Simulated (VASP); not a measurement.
# B3N2 (R-3m) in VASP: a series of runs, part 2 of 2

VASP 6.6.1. Earlier steps stand in the parts before.

### 3 Relaxation of cell and atoms, PBE

This run uses another cell than the first one, of 6.80 Å³/atom, 1.194 times its volume.

Input file INCAR:

```
SYSTEM = B3N2
  PREC = Accurate
  ENCUT = 600
  EDIFF = 1E-6
  ISMEAR = 0
  SIGMA = 0.1
  LREAL = .FALSE.
  LASPH = .TRUE.
  NELM = 80
  ALGO = Normal
  ISIF = 3
  LWAVE = .FALSE.
  LCHARG = .FALSE.
  GGA = PE
  IBRION = 2
  NSW = 90
  EDIFFG = -0.04
```

Input file KPOINTS:

```
regular mesh
0
G
  6 6 6
  0 0 0
```

Input file POSCAR:

```
B3N2
1.0
    1.2841314898      0.7413936613      5.9526008380
   -1.2841314898      0.7413936613      5.9526008380
    0.0000000000     -1.4827873226      5.9526008380
B N
3 2
Direct
    0.0000000000      0.0000000000      0.0000000000
    0.2095000000      0.2095000000      0.2095000000
    0.7905000000      0.7905000000      0.7905000000
    0.4000000000      0.4000000000      0.4000000000
    0.6000000000      0.6000000000      0.6000000000
```

Potentials or basis: VASP PAW PBE potentials, release 64 (B, N).

Run with:

```console
$ cat potpaw_PBE.64/B/POTCAR potpaw_PBE.64/N/POTCAR > POTCAR
$ mpirun -np 1 vasp_std > vasp.out
```

OUTCAR:

```text
SYSTEM = B3N2
   PREC = Accurate
   ENCUT = 600
   EDIFF = 1E-6
   ISMEAR = 0
   LREAL = .FALSE.
   LASPH = .TRUE.
   NELM = 80
   ISIF = 3
   GGA = PE
   IBRION = 2
   NSW = 90
   EDIFFG = -0.04

 ion  position               nearest neighbor table
   1  0.000  0.000  0.000-   5 1.90   4 1.90   5 1.90   5 1.90   4 1.90   4 1.90
   2  0.209  0.209  0.209-   5 1.80   5 1.80   5 1.80   3 2.13   3 2.13   3 2.13
   3  0.791  0.791  0.791-   4 1.80   4 1.80   4 1.80   2 2.13   2 2.13   2 2.13
   4  0.400  0.400  0.400-   3 1.80   3 1.80   3 1.80   1 1.90   1 1.90   1 1.90
   5  0.600  0.600  0.600-   2 1.80   2 1.80   2 1.80   1 1.90   1 1.90   1 1.90

  LATTYP: Found a trigonal (rhomboedric) cell.
 ALAT       =     6.1345020157
 COS(alpha) =     0.9123624232

  Lattice vectors:

 A1 = (   1.2841314898,   0.7413936613,   5.9526008380)
 A2 = (  -1.2841314898,   0.7413936613,   5.9526008380)
 A3 = (   0.0000000000,  -1.4827873226,   5.9526008380)

Analysis of symmetry for initial positions (statically):
=====================================================================
 Subroutine PRICEL returns:
 Original cell was already a primitive cell.

 Routine SETGRP: Setting up the symmetry group for a
 trigonal (rhombohedral) supercell.

 Subroutine GETGRP returns: Found 12 space group operations
 (whereof 12 operations were pure point group operations)
 out of a pool of 12 trial point group operations.

The static configuration has the point symmetry D_3d.

Analysis of symmetry for dynamics (positions and initial velocities):
=====================================================================
 Subroutine PRICEL returns:
 Original cell was already a primitive cell.

 Routine SETGRP: Setting up the symmetry group for a
 trigonal (rhombohedral) supercell.

 Subroutine GETGRP returns: Found 12 space group operations
 (whereof 12 operations were pure point group operations)
 out of a pool of 12 trial point group operations.

The dynamic configuration has the point symmetry D_3d.

 Subroutine INISYM returns: Found 12 space group operations
 (whereof 12 operations are pure point group operations),
 and found     1 'primitive' translations

----------------------------------------------------------------------------------------

                                     Primitive cell

  volume of cell :      34.0029

  direct lattice vectors                    reciprocal lattice vectors
     1.284131490  0.741393661  5.952600838     0.389368226  0.224801850  0.055997931
    -1.284131490  0.741393661  5.952600838    -0.389368226  0.224801850  0.055997931
     0.000000000 -1.482787323  5.952600838     0.000000000 -0.449603700  0.055997931

  length of vectors
     6.134502016  6.134502016  6.134502016     0.453077538  0.453077538  0.453077538

  position of ions in fractional coordinates (direct lattice)
     0.000000000  0.000000000  0.000000000
     0.209500000  0.209500000  0.209500000
     0.790500000  0.790500000  0.790500000
     0.400000000  0.400000000  0.400000000
     0.600000000  0.600000000  0.600000000

  ion indices of the primitive-cell ions
   primitive index   ion index
                 1           1
                 2           2
                 3           3
                 4           4
                 5           5

----------------------------------------------------------------------------------------

 KPOINTS: regular mesh

Automatic generation of k-mesh.
 Grid dimensions read from file:
 generate k-points for:    6    6    6

 Generating k-lattice:

  Cartesian coordinates                     Fractional coordinates (reciprocal lattice)
     0.064894704  0.037466975  0.009332989     0.166666667  0.000000000  0.000000000
    -0.064894704  0.037466975  0.009332989     0.000000000  0.166666667  0.000000000
     0.000000000 -0.074933950  0.009332989     0.000000000  0.000000000  0.166666667

  Length of vectors
     0.075512923  0.075512923  0.075512923

  Shift w.r.t. Gamma in fractional coordinates (k-lattice)
     0.000000000  0.000000000  0.000000000

 Subroutine IBZKPT returns following result:
 ===========================================

 Found     32 irreducible k-points:

 Following reciprocal coordinates:
            Coordinates               Weight
  0.000000  0.000000  0.000000      1.000000
  0.166667  0.000000  0.000000      6.000000
  0.333333  0.000000  0.000000      6.000000
  0.500000  0.000000 -0.000000      3.000000
  0.166667  0.166667  0.000000      6.000000
  0.333333  0.166667 -0.000000     12.000000
[... 16 lines left out ...]
  0.500000  0.500000  0.166667      6.000000
 -0.333333  0.500000  0.166667     12.000000
 [... further k-points ...]
   k-points           NKPTS =     32   k-points in BZ     NKDIM =     32   number of bands    NBANDS=     13
   number of dos      NEDOS =    301   number of ions     NIONS =      5
   total plane-waves  NPLWV = 125000
   dimension x,y,z NGX =    50 NGY =   50 NGZ =   50
   dimension x,y,z NGXF=   100 NGYF=  100 NGZF=  100
   ions per type =               3   2
   NGX,Y,Z   is equivalent  to a cutoff of  13.55, 13.55, 13.55 a.u.
   NGXF,Y,Z  is equivalent  to a cutoff of  27.10, 27.10, 27.10 a.u.
 SYSTEM =  B3N2
   PREC   = accura    normal or accurate (medium, high low for compatibility)
   ISTART =      0    job   : 0-new  1-cont  2-samecut
   ICHARG =      2    charge: 1-file 2-atom 10-const
   ISPIN  =      1    spin polarized calculation?
   LNONCOLLINEAR =      F non collinear calculations
   LSORBIT =      F    spin-orbit coupling
   LASPH  =      T    aspherical Exc in radial PAW
   ENCUT  =  600.0 eV  44.10 Ry    6.64 a.u.  12.25 12.25 12.25*2*pi/ulx,y,z
   NELM   =     80;   NELMIN=  2; NELMDL= -5     # of ELM steps
   EDIFF  = 0.1E-05   stopping-criterion for ELM
   LREAL  =      F    real-space projection
   EDIFFG = -.4E-01   stopping-criterion for IOM
   NSW    =     90    number of steps for IOM
   IBRION =      2    ionic relax: 0-MD 1-quasi-New 2-CG
   NFREE  =      1    steps in history (QN), initial steepest desc. (CG)
   ISIF   =      3    stress and relaxation
   ISYM   =      2    0-nonsym 1-usesym 2-fastsym
   POTIM  = 0.5000    time-step for ionic-motion
   TEBEG  =    0.0;   TEEND  =   0.0 temperature during run
   PSTRESS=    0.0 pullay stress
   NELECT =      19.0000    total number of electrons
   NUPDOWN=      -1.0000    fix difference up-down
   EMIN   =  10.00;   EMAX   =-10.00  energy-range for DOS
   EFERMI =   0.00;   METHOD = LEGACY
   ISMEAR =     0;   SIGMA  =   0.10  broadening in eV -4-tet -1-fermi 0-gaus
   EFERMI_NEDOS =   21; number of points for ismear=-14 and -15
   IALGO  =     38    algorithm
   IMIX   =      4    mixing-type and parameters
     AMIX     =   0.40;   BMIX     =  1.00
     AMIX_MAG =   1.60;   BMIX_MAG =  1.00
  volume/ion in A,a.u.               =       6.80        45.89
  Fermi-wavevector in a.u.,A,eV,Ry     =   1.348406  2.548117 24.738084  1.818198
  Thomas-Fermi vector in A             =   2.476077
   LORBIT       =      0    0 simple, 1 ext, 2 COOP (PROOUT), +10 PAW based schemes
   GGA     = PE    functional components
   LHFCALC =     F    Hartree Fock is set to
   AEXX    =    0.0000 exact exchange contribution
   IVDW    =     0    specifies the selected vdW correction
   LEPSILON=     F    determine dielectric tensor
   LRPA    =     F    only Hartree local field effects (RPA)
 conjugate gradient relaxation of ions
 non-spin polarized calculation
 Gauss-broadening in eV      SIGMA  =   0.10
  energy-cutoff  :      600.00
  volume of cell :       34.00
 maximum number of plane-waves:      1151
 NGX is ok and might be reduce to    50
   NGX = 25   NGY = 25   NGZ = 25

--------------------------------------- Ionic step        1  -------------------------------------------

 number of electron      18.9999999 magnetization

 Free energy of the ion-electron system (eV)
  ---------------------------------------------------
  ext. energy  EPLUGINS =         0.00000000
  ---------------------------------------------------
  free energy    TOTEN  =       -32.21873204 eV

  energy without entropy =      -32.21533269  energy(sigma->0) =      -32.21703237

 E-fermi :   8.0136     XC(G=0): -12.5219

 val. band max:        7.8325970713   @ k =   0.3333   0.0000   0.0000
 cond. band min:       8.0140852450   @ k =   0.5000   0.1667   0.0000
 fundamental gap:      0.1814881737
 Fermi energy:         8.0135888068

 k-point     1 :       0.0000    0.0000    0.0000
  band No.  band energies     occupation
      1     -12.3676      2.00000
      2     -10.5647      2.00000
      3      -5.1247      2.00000
      4       1.8775      2.00000
      5       2.1561      2.00000
      6       6.7708      2.00000
      7       6.7708      2.00000
      8       6.9304      2.00000
      9       6.9304      2.00000
     10      13.5386      0.00000
     11      13.5386      0.00000
     12      13.8825      0.00000
     13      13.9068      0.00000
[... 638 lines left out ...]
  energy  without entropy=      -33.2788700030  energy(sigma->0) =      -33.27990654

--------------------------------------- Ionic step        8  -------------------------------------------

 number of electron      19.0000000 magnetization

 Free energy of the ion-electron system (eV)
  ---------------------------------------------------
  ext. energy  EPLUGINS =         0.00000000
  ---------------------------------------------------
  free energy    TOTEN  =       -33.28150811 eV

  energy without entropy =      -33.27945690  energy(sigma->0) =      -33.28048250

 E-fermi :  10.9791     XC(G=0): -13.3517

 val. band max:       10.9752903071   @ k =   0.5000   0.5000  -0.0000
 cond. band min:      11.0289435807   @ k =   0.3333   0.3333  -0.0000
 fundamental gap:      0.0536532736
 Fermi energy:        10.9790801992

 k-point     1 :       0.0000    0.0000    0.0000
  band No.  band energies     occupation
      1     -12.4600      2.00000
      2      -9.8261      2.00000
      3      -4.2467      2.00000
      4       4.3972      2.00000
      5       4.7342      2.00000
      6       8.2820      2.00000
      7       8.2820      2.00000
      8       8.4561      2.00000
      9       8.4561      2.00000
     10      15.8080      0.00000
     11      15.8080      0.00000
     12      16.5853      0.00000
     13      16.5853      0.00000
[... 400 lines left out ...]
  FREE ENERGIE OF THE ION-ELECTRON SYSTEM (eV)
  ---------------------------------------------------
  free  energy   TOTEN  =       -33.2815081057 eV

  energy  without entropy=      -33.2794569038  energy(sigma->0) =      -33.28048250

 reached required accuracy - stopping structural energy minimisation
```

CONTCAR:

```text
B3N2
   1.00000000000000
     1.2352649989142828    0.7131805796340118    5.3824237842935334
    -1.2352649989142828    0.7131805796340118    5.3824237842935334
     0.0000000000000000   -1.4263611592680236    5.3824237842935334
  B               N
     3     2
Direct
     0.0000000000000000    0.0000000000000000    0.0000000000000000
     0.2097332176589314    0.2097332176589314    0.2097332176589314
     0.7902667823410686    0.7902667823410686    0.7902667823410686
     0.3976363276186775    0.3976363276186775    0.3976363276186775
     0.6023636723813226    0.6023636723813226    0.6023636723813226

  0.00000000E+00  0.00000000E+00  0.00000000E+00
  0.00000000E+00  0.00000000E+00  0.00000000E+00
  0.00000000E+00  0.00000000E+00  0.00000000E+00
  0.00000000E+00  0.00000000E+00  0.00000000E+00
  0.00000000E+00  0.00000000E+00  0.00000000E+00
```

Run time: 2.6 min. Hardware: 1 thread of Intel Xeon 6975P-C (Granite Rapids), shared host; peak memory 0.35 GiB.

What came out:

```yaml
Free_energy: -33.2815 eV
Relaxed_volume: 5.69 Å³/atom
Relaxed_cell: a = 5.568 Å, b = 5.568 Å, c = 5.568 Å, α = 25.63°, β = 25.63°, γ = 25.63°
Space_group_after_relaxing_to_0.05_Å: R-3m (No. 166)
Energy_gained_by_relaxing: 212.6 meV/atom
Ionic_steps: 8
Pressure_after_relaxing: 0.0 GPa
Largest_force_after_relaxing: 0.037 eV/Å
```

Forces in eV/Å, atoms in the order of the input:
```
B    0.000  0.000  0.000
B    0.000  0.000  0.037
B    0.000  0.000 -0.037
N    0.000  0.000 -0.018
N    0.000  0.000  0.018
```

Stress tensor (GPa, compression positive):
```
 0.13  0.00  0.00
 0.00  0.13  0.00
 0.00  0.00 -0.38
```

Step by step:
| step | energy change (eV) | largest force (eV/Å) | pressure (GPa) | volume (Å³) |
| --- | --- | --- | --- | --- |
| 1 | 0.0000 | 1.3551 | -39.62 | 34.00 |
| 2 | -0.5224 | 2.4700 | 36.14 | 26.27 |
| 3 | -1.0029 | 0.7300 | -5.09 | 29.10 |
| 4 | -1.0032 | 0.7698 | -4.02 | 29.01 |
| 5 | -1.0584 | 0.0443 | 3.71 | 28.12 |
| 6 | -1.0601 | 0.1510 | 2.56 | 28.24 |
| 7 | -1.0622 | 0.0826 | -1.21 | 28.55 |
| 8 | -1.0628 | 0.0366 | -0.04 | 28.45 |

Final structure:
```xyz
5
Lattice="1.2353 0.7132 5.3824 -1.2353 0.7132 5.3824 0.0000 -1.4264 5.3824" Properties=species:S:1:pos:R:3 pbc="T T T"
B     0.0000    0.0000    0.0000
B     0.0000    0.0000    3.3866
B     0.0000    0.0000   12.7607
N     0.0000    0.0000    6.4207
N     0.0000    0.0000    9.7265
```

Levels at points of the mesh, in eV from the Fermi level:
| k point | band 5 | band 6 | band 7 | band 8 | band 9 | band 10 | band 11 | band 12 | band 13 |
| --- | --- | --- | --- | --- | --- | --- | --- | --- | --- |
| (0.00, 0.00, 0.00) | -6.24 | -2.70 | -2.70 | -2.52 | -2.52 | 4.83 | 4.83 | 5.61 | 5.61 |
| (0.50, 0.00, 0.00) | -9.55 | -7.64 | -6.36 | -4.80 | -3.89 | -1.22 | 1.55 | 2.61 | 5.47 |
| (0.50, 0.50, 0.00) | -8.21 | -8.18 | -6.65 | -5.52 | -4.16 | 0.00 | 1.39 | 2.34 | 3.41 |
| (0.50, 0.50, 0.50) | -2.62 | -2.62 | -2.60 | -2.60 | -2.57 | 3.97 | 3.97 | 6.28 | 6.71 |

Caveat: the k points lie up to 0.49 Å⁻¹ apart in the final cell; the volume moved by over 15 % at a fixed basis, so the end points are rough.
